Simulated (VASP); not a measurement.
A run of VASP 6.6.1 is set up as follows.

Contents of INCAR:

```
SYSTEM = C
PREC = Accurate
ENCUT = 520
EDIFF = 1E-6
ISMEAR = 0
SIGMA = 0.1
LREAL = .False.
LASPH = .True.
NELM = 100
ALGO = Normal
ISIF = 2
LWAVE = .False.
LCHARG = .False.
GGA = PE
NBANDS = 13
```

File KPOINTS:

```
Automatic mesh
0
Gamma
  12 12 6
  0 0 0
```

POSCAR

```
C
1.0
    2.6050966410      0.0000000031      0.0000000000
   -1.3025483232      2.2560798689      0.0000000000
    0.0000000000      0.0000000000      2.8000312838
C
3
Direct
    0.0000000000      0.5000000000      0.3333333333
    0.5000000000      0.5000000000      0.6666666667
    0.5000000000      0.0000000000      0.0000000000
```

Potentials or basis: VASP PAW PBE potentials, release 64 (C).

Run with:

```bash
$ cat potpaw_PBE.64/C/POTCAR > POTCAR
$ mpirun -np 1 vasp_std > vasp.out
```

Problem. What does it give for the band gap on the k mesh?

Solution. 1.92 eV, indirect (least direct gap 4.92 eV).

Problem. Predict the pressure.

Solution. 0.7 GPa.

A k mesh can miss the band edges. PBE gaps usually lie below the measured ones, often by a third to a half.
